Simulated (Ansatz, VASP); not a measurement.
Two plane-wave programs on PbSe

The input INCAR:

```
  PREC = Accurate
  ENCUT = 450
  EDIFF = 1E-7
  ISMEAR = 0
  SIGMA = 0.01
  LREAL = False
  LASPH = True
  NELM = 120
  ALGO = Normal
  ISIF = 2
  LWAVE = False
  LCHARG = False
  GGA = PS
  IBRION = 2
  NSW = 60
  EDIFFG = -0.002
  GGA_COMPAT = False
  NELMIN = 4
```

File KPOINTS:

```
Automatic mesh
0
Gamma
  9 9 9
```

POSCAR

```
PbSe
1.0
    0.0627954157      3.0682984486      3.0682984486
    3.0682984486      0.0627954157      3.0682984486
    3.0682984486      3.0682984486      0.0627954157
Pb Se
1 1
Direct
    0.0000000000      0.0000000000      0.0000000000
    0.5000000000      0.5000000000      0.5000000000
```

Input for Ansatz:

```yaml
crystal:
  lattice:
    - [0.0627954157, 3.0682984486, 3.0682984486]
    - [3.0682984486, 0.0627954157, 3.0682984486]
    - [3.0682984486, 3.0682984486, 0.0627954157]
  atoms:
    - { symbol: Pb, position: [0.0, 0.0, 0.0] }
    - { symbol: Se, position: [0.5, 0.5, 0.5] }
basis:
  ecutwfc: 600.0
kpoints:
  mp_grid: { grid: [9, 9, 9] }
hamiltonian:
  xc: pbesol
  pseudopotentials: { kind: paw, azcp: { folder: soft_1 } }
scf:
  occupations: { method: gaussian, width: 0.01 }
output:
  forces: true
  stress: true
  eigenvalues: true
relax:
  adjacent_minimum: "off"
  f_tol: 0.002
  max_steps: 40
```

Change from the starting cell: strained cell.

Alike in both runs: task relaxation of the atoms; functional PBEsol; k mesh 9 × 9 × 9; occupations gaussian, width 0.01 eV; no spin polarisation.

|  | VASP | Ansatz |
| --- | --- | --- |
| version | VASP 6.6.1 | Ansatz 0.2.0 |
| potentials or method | VASP PAW PBE potentials, release 64 (Pb_d, Se), cutoff 450 eV | scalar-relativistic, plane waves, PAW |
| valence electrons in the cell | 20 | 30 |

```csv
,VASP,Ansatz,Ansatz less VASP
"gap on the k mesh at the Fermi level, each at its own relaxed structure (eV)",0.44,0.44,+0.002
```

VASP's potentials were made for PBE, not for PBEsol, and Ansatz warns of the same on its side. VASP's potentials hold 20 valence electrons a cell and Ansatz's 30, so a difference there can come from the potentials and not from the codes. Ansatz's warnings: stress scf threshold loose.

Neither program's run includes spin-orbit coupling. Noted on VASP's run: the relaxation stopped at its first step, so nothing moved.
